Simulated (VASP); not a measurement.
# AlN (P6_3/mmc) in VASP: a series of runs, part 2 of 3

VASP 6.6.1.

### Step 3. Single point, PBEsol (volume 10.708 Å^3 an atom, c/a of the conventional cell 1.2949)

The input, INCAR:

```
SYSTEM = AlN
  PREC = Accurate
  ENCUT = 520
  EDIFF = 1E-6
  ISMEAR = 0
  SIGMA = 0.05
  LREAL = .False.
  LASPH = .True.
  NELM = 60
  ALGO = Normal
  ISIF = 2
  LWAVE = .False.
  LCHARG = .False.
  GGA = PS
  NBANDS = 16
```

The input, KPOINTS:

```
regular mesh
0
Gamma
  9 9 6
  0 0 0
```

The input, POSCAR:

```
AlN
1.0
    3.3677033616      0.0000000000      0.0000000000
   -1.6838516808      2.9165166636      0.0000000000
    0.0000000000      0.0000000000      4.3608390830
Al N
2 2
Direct
    0.3333333333      0.6666666667      0.7500000000
    0.6666666667      0.3333333333      0.2500000000
    0.3333333333      0.6666666667      0.2500000000
    0.6666666667      0.3333333333      0.7500000000
```

Potentials or basis: VASP PAW PBE potentials, release 64 (Al, N).

Command:

```sh
> cat potpaw_PBE.64/Al/POTCAR potpaw_PBE.64/N/POTCAR > POTCAR
> mpirun -np 1 vasp_std > vasp.out
```

Run time: 19 s. Hardware: 1 thread of Intel Xeon Platinum 8488C (Sapphire Rapids), shared host; peak memory 0.17 GiB.

Results (log left out):

* Free energy: -30.7452 eV
* Pressure: -15.7 GPa
* Band gap on the k mesh: 2.57 eV, direct

Stress tensor (GPa, compression positive):
```
-15.52   0.00   0.00
  0.00 -15.52   0.00
  0.00   0.00 -15.96
```

Levels at points of the mesh, in eV from the valence-band top:
| k point | band 4 | band 5 | band 6 | band 7 | band 8 | band 9 | band 10 | band 11 | band 12 | band 13 |
| --- | --- | --- | --- | --- | --- | --- | --- | --- | --- | --- |
| (0.00, 0.00, 0.00) | -3.10 | -3.10 | -1.62 | -1.62 | 0.00 | 2.57 | 3.78 | 7.80 | 7.80 | 10.47 |
| (0.00, 0.00, 0.50) | -3.69 | -2.39 | -2.39 | -2.39 | -2.39 | 5.03 | 5.03 | 8.05 | 8.05 | 8.05 |

Caveat: the PAW data sets were made with another functional, which shifts forces and pressure a little.

### Step 4. Single point, PBEsol (volume 10.239 Å^3 an atom, c/a of the conventional cell 1.3371)

The input, INCAR:

```
  PREC = Accurate
  ENCUT = 520
  EDIFF = 1E-6
  ISMEAR = 0
  SIGMA = 0.05
  LREAL = False
  LASPH = True
  NELM = 60
  ALGO = Normal
  ISIF = 2
  LWAVE = False
  LCHARG = False
  GGA = PS
  NBANDS = 16
```

The input, KPOINTS:

```
regular mesh
0
Gamma
  9 9 6
```

The input, POSCAR:

```
AlN
1.0
    3.2825221949      0.0000000000      0.0000000000
   -1.6412610975      2.8427476093      0.0000000000
    0.0000000000      0.0000000000      4.3890604268
Al N
2 2
Direct
    0.3333333333      0.6666666667      0.7500000000
    0.6666666667      0.3333333333      0.2500000000
    0.3333333333      0.6666666667      0.2500000000
    0.6666666667      0.3333333333      0.7500000000
```

Potentials or basis: VASP PAW PBE potentials, release 64 (Al, N).

Command:

```sh
> cat potpaw_PBE.64/Al/POTCAR potpaw_PBE.64/N/POTCAR > POTCAR
> mpirun -np 1 vasp_std > vasp.out
```

OUTCAR:

```text
PREC = Accurate
   ENCUT = 520
   EDIFF = 1E-6
   ISMEAR = 0
   LREAL = False
   LASPH = True
   NELM = 60
   ISIF = 2
   GGA = PS

 ion  position               nearest neighbor table
   1  0.333  0.667  0.750-   4 1.90   4 1.90   4 1.90   3 2.19   3 2.19   2 2.90   2 2.90   2 2.90
                             2 2.90   2 2.90   2 2.90
   2  0.667  0.333  0.250-   3 1.90   3 1.90   3 1.90   4 2.19   4 2.19   1 2.90   1 2.90   1 2.90
                             1 2.90   1 2.90   1 2.90
   3  0.333  0.667  0.250-   2 1.90   2 1.90   2 1.90   1 2.19   1 2.19
   4  0.667  0.333  0.750-   1 1.90   1 1.90   1 1.90   2 2.19   2 2.19

  LATTYP: Found a hexagonal cell.
 ALAT       =     3.2825221949
 C/A-ratio  =     1.3371000000

  Lattice vectors:

 A1 = (   3.2825221949,   0.0000000000,   0.0000000000)
 A2 = (  -1.6412610975,   2.8427476093,   0.0000000000)
 A3 = (   0.0000000000,   0.0000000000,   4.3890604268)

Analysis of symmetry for initial positions (statically):
=====================================================================
 Subroutine PRICEL returns:
 Original cell was already a primitive cell.

 Routine SETGRP: Setting up the symmetry group for a
 hexagonal supercell.

 Subroutine GETGRP returns: Found 24 space group operations
 (whereof 12 operations were pure point group operations)
 out of a pool of 24 trial point group operations.

The static configuration has the point symmetry D_3d.
 The point group associated with its full space group is D_6h.

Analysis of symmetry for dynamics (positions and initial velocities):
=====================================================================
 Subroutine PRICEL returns:
 Original cell was already a primitive cell.

 Routine SETGRP: Setting up the symmetry group for a
 hexagonal supercell.

 Subroutine GETGRP returns: Found 24 space group operations
 (whereof 12 operations were pure point group operations)
 out of a pool of 24 trial point group operations.

The dynamic configuration has the point symmetry D_3d.
 The point group associated with its full space group is D_6h.

 Subroutine INISYM returns: Found 24 space group operations
 (whereof 12 operations are pure point group operations),
 and found     1 'primitive' translations

----------------------------------------------------------------------------------------

                                     Primitive cell

  volume of cell :      40.9560

  direct lattice vectors                    reciprocal lattice vectors
     3.282522195  0.000000000  0.000000000     0.304643789  0.175886174  0.000000000
    -1.641261097  2.842747609  0.000000000     0.000000000  0.351772348  0.000000000
     0.000000000  0.000000000  4.389060427     0.000000000  0.000000000  0.227839196

  length of vectors
     3.282522195  3.282522195  4.389060427     0.351772348  0.351772348  0.227839196

  position of ions in fractional coordinates (direct lattice)
     0.333333333  0.666666667  0.750000000
     0.666666667  0.333333333  0.250000000
     0.333333333  0.666666667  0.250000000
     0.666666667  0.333333333  0.750000000

  ion indices of the primitive-cell ions
   primitive index   ion index
                 1           1
                 2           2
                 3           3
                 4           4

----------------------------------------------------------------------------------------

 KPOINTS: regular mesh

Automatic generation of k-mesh.
 Grid dimensions read from file:
 generate k-points for:    9    9    6

 Generating k-lattice:

  Cartesian coordinates                     Fractional coordinates (reciprocal lattice)
     0.033849310  0.019542908  0.000000000     0.111111111  0.000000000  0.000000000
     0.000000000  0.039085816  0.000000000     0.000000000  0.111111111  0.000000000
     0.000000000  0.000000000  0.037973199     0.000000000  0.000000000  0.166666667

  Length of vectors
     0.039085816  0.039085816  0.037973199

  Shift w.r.t. Gamma in fractional coordinates (k-lattice)
     0.000000000  0.000000000  0.000000000

 Subroutine IBZKPT returns following result:
 ===========================================

 Found     48 irreducible k-points:

 Following reciprocal coordinates:
            Coordinates               Weight
  0.000000  0.000000  0.000000      1.000000
  0.111111  0.000000  0.000000      6.000000
  0.222222  0.000000  0.000000      6.000000
  0.333333  0.000000  0.000000      6.000000
  0.444444  0.000000  0.000000      6.000000
  0.111111  0.111111  0.000000      6.000000
[... 16 lines left out ...]
  0.333333  0.222222  0.166667     24.000000
  0.333333  0.333333  0.166667      4.000000
 [... further k-points ...]
   k-points           NKPTS =     48   k-points in BZ     NKDIM =     48   number of bands    NBANDS=     16
   number of dos      NEDOS =    301   number of ions     NIONS =      4
   total plane-waves  NPLWV =  20736
   dimension x,y,z NGX =    24 NGY =   24 NGZ =   36
   dimension x,y,z NGXF=    48 NGYF=   48 NGZF=   72
   ions per type =               2   2
   NGX,Y,Z   is equivalent  to a cutoff of  12.15, 12.15, 13.64 a.u.
   NGXF,Y,Z  is equivalent  to a cutoff of  24.31, 24.31, 27.27 a.u.
 SYSTEM =  unknown system
   PREC   = accura    normal or accurate (medium, high low for compatibility)
   ISTART =      0    job   : 0-new  1-cont  2-samecut
   ICHARG =      2    charge: 1-file 2-atom 10-const
   ISPIN  =      1    spin polarized calculation?
   LNONCOLLINEAR =      F non collinear calculations
   LSORBIT =      F    spin-orbit coupling
   LASPH  =      T    aspherical Exc in radial PAW
   ENCUT  =  520.0 eV  38.22 Ry    6.18 a.u.   6.10  6.10  8.16*2*pi/ulx,y,z
   NELM   =     60;   NELMIN=  2; NELMDL= -5     # of ELM steps
   EDIFF  = 0.1E-05   stopping-criterion for ELM
   LREAL  =      F    real-space projection
   EDIFFG = 0.1E-04   stopping-criterion for IOM
   NSW    =      0    number of steps for IOM
   IBRION =     -1    ionic relax: 0-MD 1-quasi-New 2-CG
   NFREE  =      0    steps in history (QN), initial steepest desc. (CG)
   ISIF   =      2    stress and relaxation
   ISYM   =      2    0-nonsym 1-usesym 2-fastsym
   POTIM  = 0.5000    time-step for ionic-motion
   TEBEG  =    0.0;   TEEND  =   0.0 temperature during run
   PSTRESS=    0.0 pullay stress
   NELECT =      16.0000    total number of electrons
   NUPDOWN=      -1.0000    fix difference up-down
   EMIN   =  10.00;   EMAX   =-10.00  energy-range for DOS
   EFERMI =   0.00;   METHOD = LEGACY
   ISMEAR =     0;   SIGMA  =   0.05  broadening in eV -4-tet -1-fermi 0-gaus
   EFERMI_NEDOS =   21; number of points for ismear=-14 and -15
   IALGO  =     38    algorithm
   IMIX   =      4    mixing-type and parameters
     AMIX     =   0.40;   BMIX     =  1.00
     AMIX_MAG =   1.60;   BMIX_MAG =  1.00
  volume/ion in A,a.u.               =      10.24        69.10
  Fermi-wavevector in a.u.,A,eV,Ry     =   1.196765  2.261558 19.486905  1.432247
  Thomas-Fermi vector in A             =   2.332697
   LORBIT       =      0    0 simple, 1 ext, 2 COOP (PROOUT), +10 PAW based schemes
   GGA     = PS    functional components
   LHFCALC =     F    Hartree Fock is set to
   AEXX    =    0.0000 exact exchange contribution
   IVDW    =     0    specifies the selected vdW correction
   LEPSILON=     F    determine dielectric tensor
   LRPA    =     F    only Hartree local field effects (RPA)
 non-spin polarized calculation
 Gauss-broadening in eV      SIGMA  =   0.05
  energy-cutoff  :      520.00
  volume of cell :       40.96
 maximum number of plane-waves:      1116
   NGX = 13   NGY = 13   NGZ = 17

 number of electron      15.9999996 magnetization

 Free energy of the ion-electron system (eV)
  ---------------------------------------------------
  ext. energy  EPLUGINS =         0.00000000
  ---------------------------------------------------
  free energy    TOTEN  =       -30.85654030 eV

  energy without entropy =      -30.85654030  energy(sigma->0) =      -30.85654030

 E-fermi :   7.9321     XC(G=0): -11.2278

 val. band max:        7.7201936542   @ k =   0.0000   0.0000   0.0000
 cond. band min:      10.5492621806   @ k =   0.0000   0.0000   0.0000
 fundamental gap:      2.8290685264
 Fermi energy:         7.9321150339

 k-point     1 :       0.0000    0.0000    0.0000
  band No.  band energies     occupation
      1      -8.9808      2.00000
      2      -5.7565      2.00000
      3       0.7123      2.00000
      4       4.5018      2.00000
      5       4.5018      2.00000
      6       5.8678      2.00000
[... 433 lines left out ...]
      3       1.1683      2.00000
      4       2.0359      2.00000
      5       2.0359      2.00000
      6       4.2139      2.00000
[... 8 lines left out ...]
     15      18.3436      0.00000
     16      20.1381      0.00000

 [... further k-points ...]
[... 5 lines left out ...]
  --------------------------------------------------------------------------------------
  -------------------------------------------------------------------------------------
  Total       -1.0360952     -1.0360952     -2.9897315      0.0000000      0.0000000      0.0000000
  in kB      -40.5315028    -40.5315028   -116.9567364      0.0000000      0.0000000      0.0000000
  external PRESSURE =     -66.0065807 kB  Pullay stress =       0.0000000 kB

 VOLUME and BASIS-vectors are now :
 -----------------------------------------------------------------------------
  energy-cutoff  :      520.00
  volume of cell :       40.96
      direct lattice vectors                 reciprocal lattice vectors
     3.282522195  0.000000000  0.000000000     0.304643789  0.175886174  0.000000000
    -1.641261097  2.842747609  0.000000000     0.000000000  0.351772348  0.000000000
     0.000000000  0.000000000  4.389060427     0.000000000  0.000000000  0.227839196

 POSITION                                       TOTAL-FORCE (eV/Angst)
 -----------------------------------------------------------------------------------
     -0.00000      1.89517      3.29180         0.000000     -0.000000     -0.000000
      1.64126      0.94758      1.09727        -0.000000      0.000000     -0.000000
     -0.00000      1.89517      1.09727        -0.000000      0.000000      0.000000
      1.64126      0.94758      3.29180         0.000000     -0.000000      0.000000
 -----------------------------------------------------------------------------------
    total drift:                               -0.000000      0.000000      0.000000

  FREE ENERGIE OF THE ION-ELECTRON SYSTEM (eV)
  ---------------------------------------------------
  free  energy   TOTEN  =       -30.8565402987 eV

  energy  without entropy=      -30.8565402987  energy(sigma->0) =      -30.85654030
```

OSZICAR:

```text
N       E                     dE             d eps       ncg     rms          rms(c)
DAV:   1     0.394433041589E+02    0.39443E+02   -0.73751E+03  1536   0.902E+02
DAV:   2    -0.315924450929E+02   -0.71036E+02   -0.65403E+02  2208   0.187E+02
DAV:   3    -0.349982850225E+02   -0.34058E+01   -0.33963E+01  1928   0.413E+01
DAV:   4    -0.350188578851E+02   -0.20573E-01   -0.20572E-01  1784   0.366E+00
DAV:   5    -0.350191299704E+02   -0.27209E-03   -0.27208E-03  1896   0.418E-01    0.112E+01
DAV:   6    -0.309170770934E+02    0.41021E+01   -0.83076E+00  1960   0.214E+01    0.391E+00
DAV:   7    -0.308962904901E+02    0.20787E-01   -0.60403E-01  1648   0.539E+00    0.278E+00
DAV:   8    -0.308633140210E+02    0.32976E-01   -0.88682E-02  1584   0.249E+00    0.844E-01
DAV:   9    -0.308562597469E+02    0.70543E-02   -0.16034E-02  1944   0.994E-01    0.277E-01
DAV:  10    -0.308566332303E+02   -0.37348E-03   -0.19361E-03  1744   0.297E-01    0.178E-01
DAV:  11    -0.308565418190E+02    0.91411E-04   -0.12875E-04  1808   0.868E-02    0.408E-02
DAV:  12    -0.308565407313E+02    0.10878E-05   -0.58112E-06  1816   0.198E-02    0.804E-03
DAV:  13    -0.308565402987E+02    0.43257E-06   -0.24824E-06  1728   0.120E-02
   1 F= -.30856540E+02 E0= -.30856540E+02  d E =-.916170E-12
```

stdout:

```text
POSCAR found type information on POSCAR AlN
 POSCAR found :  2 types and       4 ions
 scaLAPACK will be used
 -----------------------------------------------------------------------------
|                                                                             |
|                                                                             |
|     You enforced a specific xc type in the INCAR file but a different       |
|     I HOPE YOU KNOW WHAT YOU ARE DOING!                                     |
|                                                                             |
 -----------------------------------------------------------------------------

 LDA part: xc-table for (Slater+PW92), standard interpolation
 POSCAR, INCAR and KPOINTS ok, starting setup
 FFT: planning ... GRIDC
 FFT: planning ... GRID_SOFT
 FFT: planning ... GRID
 WAVECAR not read
 entering main loop
```

Run time: 10 s. Hardware: 1 thread of Intel Xeon 6975P-C (Granite Rapids), shared host; peak memory 0.16 GiB.

Results:

* Free energy: -30.8565 eV
* Pressure: -6.6 GPa
* Band gap on the k mesh: 2.83 eV, direct

Caveat: the PAW data sets were made with another functional, which shifts forces and pressure a little.

(Part 2 of 3 ends here.)
